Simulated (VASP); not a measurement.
# MoS2 in VASP: a series of runs

MoS2 is run at these levels: PBE; tasks: single point.

All numbers are computed with VASP 6.6.1; they aren't measurements. Logs are shortened: lines on timing, memory, paths and dates and some standing lists are left out, and cuts for length are marked.

**1. The cell of the first run**

The cell holds a slab with vacuum, 6 atoms: a = 3.163 Å, b = 3.163 Å, c = 29.127 Å, α = 90.00°, β = 90.00°, γ = 120.00°.

**2. Single point, PBE**

INCAR reads:

```
SYSTEM = MoS2
  PREC = Accurate
  ENCUT = 520
  EDIFF = 1E-7
  ISMEAR = 0
  SIGMA = 0.05
  LREAL = .FALSE.
  LASPH = .TRUE.
  NELM = 100
  ALGO = Normal
  ISIF = 2
  LWAVE = .FALSE.
  LCHARG = .TRUE.
  LDIPOL = .TRUE.
  IDIPOL = 3
  DIPOL = 0.5 0.5 0.515
  GGA = PE
  LELF = .TRUE.
  LVHAR = .TRUE.
  LVACPOTAV = .TRUE.
  NBANDS = 35
```

KPOINTS reads:

```
regular mesh
0
G
  18 18 1
  0 0 0
```

POSCAR reads:

```
MoS2
1.0
    3.1630007100      0.0000000000      0.0000000000
   -1.5815003600      2.7392389700      0.0000000000
    0.0000000000      0.0000000000     29.1268235172
S Mo
4 2
Direct
    0.3333333337      0.6666666663      0.3433261438
    0.3333333337      0.6666666663      0.4464439296
    0.0000000000      0.0000000000      0.5809426313
    0.0000000000      0.0000000000      0.6887435103
    0.6666666674      0.3333333337      0.3948955468
    0.3333333337      0.6666666663      0.6348458932
```

Potentials or basis: VASP PAW PBE potentials, release 64 (S, Mo_sv).

The run is started by

```sh
$ cat potpaw_PBE.64/S/POTCAR potpaw_PBE.64/Mo_sv/POTCAR > POTCAR
$ mpirun -np 1 vasp_std > vasp.out
```

OUTCAR:

```text
SYSTEM = MoS2
   PREC = Accurate
   ENCUT = 520
   EDIFF = 1E-7
   ISMEAR = 0
   LREAL = .FALSE.
   LASPH = .TRUE.
   NELM = 100
   ISIF = 2
   GGA = PE

 ion  position               nearest neighbor table
   1  0.333  0.667  0.343-   5 2.36   5 2.36   5 2.36
   2  0.333  0.667  0.446-   5 2.36   5 2.36   5 2.36
   3  0.000  0.000  0.581-   6 2.41   6 2.41   6 2.41
   4  0.000  0.000  0.689-   6 2.41   6 2.41   6 2.41
   5  0.667  0.333  0.395-   2 2.36   2 2.36   2 2.36   1 2.36   1 2.36   1 2.36
   6  0.333  0.667  0.635-   4 2.41   4 2.41   4 2.41   3 2.41   3 2.41   3 2.41

  LATTYP: Found a hexagonal cell.
 ALAT       =     3.1630007100
 C/A-ratio  =     9.2086047990

  Lattice vectors:

 A1 = (   3.1630007100,   0.0000000000,   0.0000000000)
 A2 = (  -1.5815003600,   2.7392389700,   0.0000000000)
 A3 = (   0.0000000000,   0.0000000000,  29.1268235172)

Analysis of symmetry for initial positions (statically):
=====================================================================
 Subroutine PRICEL returns:
 Original cell was already a primitive cell.

 Routine SETGRP: Setting up the symmetry group for a
 hexagonal supercell.

 Subroutine GETGRP returns: Found  6 space group operations
 (whereof  6 operations were pure point group operations)
 out of a pool of 24 trial point group operations.

The static configuration has the point symmetry C_3v.

Analysis of symmetry for dynamics (positions and initial velocities):
=====================================================================
 Subroutine PRICEL returns:
 Original cell was already a primitive cell.

 Routine SETGRP: Setting up the symmetry group for a
 hexagonal supercell.

 Subroutine GETGRP returns: Found  6 space group operations
 (whereof  6 operations were pure point group operations)
 out of a pool of 24 trial point group operations.

The dynamic configuration has the point symmetry C_3v.

 Subroutine INISYM returns: Found  6 space group operations
 (whereof  6 operations are pure point group operations),
 and found     1 'primitive' translations

----------------------------------------------------------------------------------------

                                     Primitive cell

  volume of cell :     252.3611

  direct lattice vectors                    reciprocal lattice vectors
     3.163000710  0.000000000  0.000000000     0.316155478  0.182532450  0.000000000
    -1.581500360  2.739238970  0.000000000     0.000000000  0.365064900  0.000000000
     0.000000000  0.000000000 29.126823517     0.000000000  0.000000000  0.034332614

  length of vectors
     3.163000710  3.163000715 29.126823517     0.365064900  0.365064900  0.034332614

  position of ions in fractional coordinates (direct lattice)
     0.333333334  0.666666666  0.343326144
     0.333333334  0.666666666  0.446443930
     0.000000000  0.000000000  0.580942631
     0.000000000  0.000000000  0.688743510
     0.666666667  0.333333334  0.394895547
     0.333333334  0.666666666  0.634845893

  ion indices of the primitive-cell ions
   primitive index   ion index
                 1           1
                 2           2
                 3           3
                 4           4
                 5           5
                 6           6

----------------------------------------------------------------------------------------

 KPOINTS: regular mesh

Automatic generation of k-mesh.
 Grid dimensions read from file:
 generate k-points for:   18   18    1

 Generating k-lattice:

  Cartesian coordinates                     Fractional coordinates (reciprocal lattice)
     0.017564193  0.010140692  0.000000000     0.055555556  0.000000000  0.000000000
     0.000000000  0.020281383  0.000000000     0.000000000  0.055555556  0.000000000
     0.000000000  0.000000000  0.034332614     0.000000000  0.000000000  1.000000000

  Length of vectors
     0.020281383  0.020281383  0.034332614

  Shift w.r.t. Gamma in fractional coordinates (k-lattice)
     0.000000000  0.000000000  0.000000000

 Subroutine IBZKPT returns following result:
 ===========================================

 Found     37 irreducible k-points:

 Following reciprocal coordinates:
            Coordinates               Weight
  0.000000  0.000000  0.000000      1.000000
  0.055556  0.000000  0.000000      6.000000
  0.111111  0.000000  0.000000      6.000000
  0.166667  0.000000  0.000000      6.000000
  0.222222  0.000000  0.000000      6.000000
  0.277778  0.000000  0.000000      6.000000
[... 16 lines left out ...]
  0.333333  0.111111  0.000000     12.000000
  0.388889  0.111111  0.000000     12.000000
 [... further k-points ...]
   k-points           NKPTS =     37   k-points in BZ     NKDIM =     37   number of bands    NBANDS=     35
   number of dos      NEDOS =    301   number of ions     NIONS =      6
   total plane-waves  NPLWV = 129024
   dimension x,y,z NGX =    24 NGY =   24 NGZ =  224
   dimension x,y,z NGXF=    48 NGYF=   48 NGZF=  448
   ions per type =               4   2
   NGX,Y,Z   is equivalent  to a cutoff of  12.61, 12.61, 12.79 a.u.
   NGXF,Y,Z  is equivalent  to a cutoff of  25.23, 25.23, 25.57 a.u.
 SYSTEM =  MoS2
   PREC   = accura    normal or accurate (medium, high low for compatibility)
   ISTART =      0    job   : 0-new  1-cont  2-samecut
   ICHARG =      2    charge: 1-file 2-atom 10-const
   ISPIN  =      1    spin polarized calculation?
   LNONCOLLINEAR =      F non collinear calculations
   LSORBIT =      F    spin-orbit coupling
   LASPH  =      T    aspherical Exc in radial PAW
   ENCUT  =  520.0 eV  38.22 Ry    6.18 a.u.   5.88  5.88 54.16*2*pi/ulx,y,z
   NELM   =    100;   NELMIN=  2; NELMDL= -5     # of ELM steps
   EDIFF  = 0.1E-06   stopping-criterion for ELM
   LREAL  =      F    real-space projection
   EDIFFG = 0.1E-05   stopping-criterion for IOM
   NSW    =      0    number of steps for IOM
   IBRION =     -1    ionic relax: 0-MD 1-quasi-New 2-CG
   NFREE  =      0    steps in history (QN), initial steepest desc. (CG)
   ISIF   =      2    stress and relaxation
   ISYM   =      2    0-nonsym 1-usesym 2-fastsym
   POTIM  = 0.5000    time-step for ionic-motion
   TEBEG  =    0.0;   TEEND  =   0.0 temperature during run
   PSTRESS=    0.0 pullay stress
   NELECT =      52.0000    total number of electrons
   NUPDOWN=      -1.0000    fix difference up-down
   EMIN   =  10.00;   EMAX   =-10.00  energy-range for DOS
   EFERMI =   0.00;   METHOD = LEGACY
   ISMEAR =     0;   SIGMA  =   0.05  broadening in eV -4-tet -1-fermi 0-gaus
   EFERMI_NEDOS =   21; number of points for ismear=-14 and -15
   IALGO  =     38    algorithm
   IMIX   =      4    mixing-type and parameters
     AMIX     =   0.40;   BMIX     =  1.00
     AMIX_MAG =   1.60;   BMIX_MAG =  1.00
  volume/ion in A,a.u.               =      42.06       283.84
  Fermi-wavevector in a.u.,A,eV,Ry     =   0.966945  1.827261 12.721215  0.934983
  Thomas-Fermi vector in A             =   2.096789
   LORBIT       =      0    0 simple, 1 ext, 2 COOP (PROOUT), +10 PAW based schemes
   GGA     = PE    functional components
   LHFCALC =     F    Hartree Fock is set to
   AEXX    =    0.0000 exact exchange contribution
   IVDW    =     0    specifies the selected vdW correction
   LEPSILON=     F    determine dielectric tensor
   LRPA    =     F    only Hartree local field effects (RPA)
 non-spin polarized calculation
 Gauss-broadening in eV      SIGMA  =   0.05
  energy-cutoff  :      520.00
  volume of cell :      252.36
 maximum number of plane-waves:      6834
 NGX is ok and might be reduce to    24
   NGX = 11   NGY = 11   NGZ =109

 dipolmoment           0.000000      0.000000      0.000047 electrons x Angstroem

 number of electron      51.9999999 magnetization

 dipolmoment           0.000000      0.000000     -0.000094 electrons x Angstroem

 Free energy of the ion-electron system (eV)
  ---------------------------------------------------
  ext. energy  EPLUGINS =         0.00000000
  ---------------------------------------------------
  free energy    TOTEN  =       -43.60969798 eV

  energy without entropy =      -43.60969798  energy(sigma->0) =      -43.60969798

 E-fermi :  -0.0566     XC(G=0):  -4.9996

 val. band max:       -0.2570987789   @ k =   0.0000   0.0000   0.0000
 cond. band min:       1.0022838171   @ k =   0.3333   0.3333   0.0000
 fundamental gap:      1.2593825960
 Fermi energy:        -0.0565933609

 k-point     1 :       0.0000    0.0000    0.0000
  band No.  band energies     occupation
      1     -61.3583      2.00000
      2     -61.3351      2.00000
      3     -35.5322      2.00000
      4     -35.4872      2.00000
      5     -35.3198      2.00000
      6     -35.3198      2.00000
[... 27 lines left out ...]
     34       2.7140      0.00000
     35       4.9597      0.00000

 k-point     2 :       0.0556    0.0000    0.0000
  band No.  band energies     occupation
      1     -61.3570      2.00000
      2     -61.3339      2.00000
      3     -35.5296      2.00000
      4     -35.4848      2.00000
      5     -35.3327      2.00000
      6     -35.3227      2.00000
[... 27 lines left out ...]
     34       2.6542      0.00000
     35       5.0369      0.00000

 k-point     3 :       0.1111    0.0000    0.0000
  band No.  band energies     occupation
      1     -61.3533      2.00000
      2     -61.3304      2.00000
      3     -35.5223      2.00000
      4     -35.4780      2.00000
      5     -35.3696      2.00000
      6     -35.3310      2.00000
[... 27 lines left out ...]
     34       2.6405      0.00000
     35       5.2374      0.00000
[... 723 lines left out ...]
 k-point    23 :       0.3333    0.1111    0.0000
  band No.  band energies     occupation
      1     -61.3196      2.00000
      2     -61.2979      2.00000
      3     -35.6776      2.00000
      4     -35.5986      2.00000
      5     -35.4537      2.00000
      6     -35.4312      2.00000
[... 27 lines left out ...]
     34       4.0785      0.00000
     35       6.6387      0.00000

 k-point    24 :       0.3889    0.1111    0.0000
  band No.  band energies     occupation
      1     -61.3161      2.00000
      2     -61.2946      2.00000
      3     -35.7078      2.00000
      4     -35.6274      2.00000
      5     -35.4467      2.00000
      6     -35.4417      2.00000
[... 27 lines left out ...]
     34       3.9777      0.00000
     35       6.0415      0.00000

 [... further k-points ...]
[... 5 lines left out ...]
  --------------------------------------------------------------------------------------
  -------------------------------------------------------------------------------------
  Total        2.7108089      2.7108089      4.0937863     -0.0000000     -0.0000000      0.0000000
  in kB       17.2102491     17.2102491     25.9904267     -0.0000000     -0.0000000      0.0000000
  external PRESSURE =      20.1369750 kB  Pullay stress =       0.0000000 kB

 VOLUME and BASIS-vectors are now :
 -----------------------------------------------------------------------------
  energy-cutoff  :      520.00
  volume of cell :      252.36
      direct lattice vectors                 reciprocal lattice vectors
     3.163000710  0.000000000  0.000000000     0.316155478  0.182532450  0.000000000
    -1.581500360  2.739238970  0.000000000     0.000000000  0.365064900  0.000000000
     0.000000000  0.000000000 29.126823517     0.000000000  0.000000000  0.034332614

 POSITION                                       TOTAL-FORCE (eV/Angst)
 -----------------------------------------------------------------------------------
     -0.00000      1.82616     10.00000         0.000000     -0.000000     -1.370026
     -0.00000      1.82616     13.00349         0.000000     -0.000000      1.373035
      0.00000      0.00000     16.92101         0.000000     -0.000000      0.019261
      0.00000      0.00000     20.06091         0.000000     -0.000000     -0.011087
      1.58150      0.91308     11.50205        -0.000000     -0.000000     -0.012876
     -0.00000      1.82616     18.49104        -0.000000      0.000000      0.001693
 -----------------------------------------------------------------------------------
    total drift:                               -0.000008      0.000001      0.000172

  FREE ENERGIE OF THE ION-ELECTRON SYSTEM (eV)
  ---------------------------------------------------
  free  energy   TOTEN  =       -43.6096979782 eV

  energy  without entropy=      -43.6096979782  energy(sigma->0) =      -43.60969798

 vacuum level on the upper side and lower side of the slab         5.409         5.411
```

Run time: 12 min. Hardware: 1 thread of Oxide Virtual Turin-like, shared host; peak memory 0.47 GiB.

What came out:

* Free energy: -43.6097 eV
* Largest force: 1.373 eV/Å
* Band gap on the k mesh: 1.26 eV, indirect (least direct gap 1.49 eV)

Forces on the atoms (eV/Å):
```
S    0.000  0.000 -1.370
S    0.000  0.000  1.373
S    0.000  0.000  0.019
S    0.000  0.000 -0.011
Mo   0.000  0.000 -0.013
Mo   0.000  0.000  0.002
```

Levels at points of the mesh, in eV from the valence-band top:
| k point | band 24 | band 25 | band 26 | band 27 | band 28 | band 29 |
| --- | --- | --- | --- | --- | --- | --- |
| (0.00, 0.00, 0.00) | -1.68 | -0.36 | 0.00 | 2.56 | 2.56 | 2.58 |
| (0.50, 0.00, 0.00) | -1.15 | -0.94 | -0.87 | 1.97 | 2.09 | 2.55 |

**3. Single point, PBE, collinear spin, ferromagnetic start**

INCAR reads:

```
PREC = Accurate
ENCUT = 520
EDIFF = 1E-6
ISMEAR = 0
SIGMA = 0.05
LREAL = F
LASPH = T
NELM = 150
ALGO = Normal
ISIF = 2
LWAVE = F
LCHARG = F
ISPIN = 2
MAGMOM = 0 0 0 0 1 1
LORBIT = 11
LMAXMIX = 4
LDIPOL = T
IDIPOL = 3
DIPOL = 0.5 0.5 0.515
GGA = PE
NBANDS = 39
```

KPOINTS reads:

```
regular mesh
0
Gamma
  9 9 1
```

POSCAR reads:

```
MoS2
1.0
    3.1630007117      0.0000000029      0.0000000000
   -1.5815003584      2.7392389671      0.0000000000
    0.0000000000      0.0000000000     29.1268235172
S Mo
4 2
Direct
    0.3333333333      0.6666666667      0.3433261438
    0.3333333333      0.6666666667      0.4464439296
    0.0000000000      0.0000000000      0.5809426313
    0.0000000000      0.0000000000      0.6887435103
    0.6666666667      0.3333333333      0.3948955468
    0.3333333333      0.6666666667      0.6348458932
```

Potentials or basis: VASP PAW PBE potentials, release 64 (S, Mo_sv).

The run is started by

```sh
$ cat potpaw_PBE.64/S/POTCAR potpaw_PBE.64/Mo_sv/POTCAR > POTCAR
$ mpirun -np 1 vasp_std > vasp.out
```

Run time: 11 min. Hardware: 1 thread of Oxide Virtual Turin-like, shared host; peak memory 0.49 GiB.

The run converged. Its results:

- Free energy: -43.6095 eV
- Largest force: 1.374 eV/Å
- Band gap on the k mesh: 1.26 eV, indirect (least direct gap 1.49 eV)
- Net moment: 0.00 μB per cell
- Valence electrons inside the program's atomic spheres: S 3.73, 3.70; Mo 12.57, 12.45

Forces in eV/Å, atoms in the order of the input:
```
S    0.000  0.000 -1.371
S    0.000  0.000  1.374
S    0.000  0.000  0.019
S    0.000  0.000 -0.011
Mo   0.000  0.000 -0.013
Mo   0.000  0.000  0.002
```

Levels at points of the mesh, in eV from the valence-band top:
Spin up:
```csv
k point,band 23,band 24,band 25,band 26,band 27,band 28,band 29,band 30
"(0.00, 0.00, 0.00)",-1.68,-1.68,-0.36,0.00,2.56,2.56,2.58,2.58
```
Spin down:
```tsv
k point	band 24	band 25	band 26	band 27	band 28	band 29
(0.00, 0.00, 0.00)	-1.68	-0.36	0.00	2.56	2.56	2.58
```
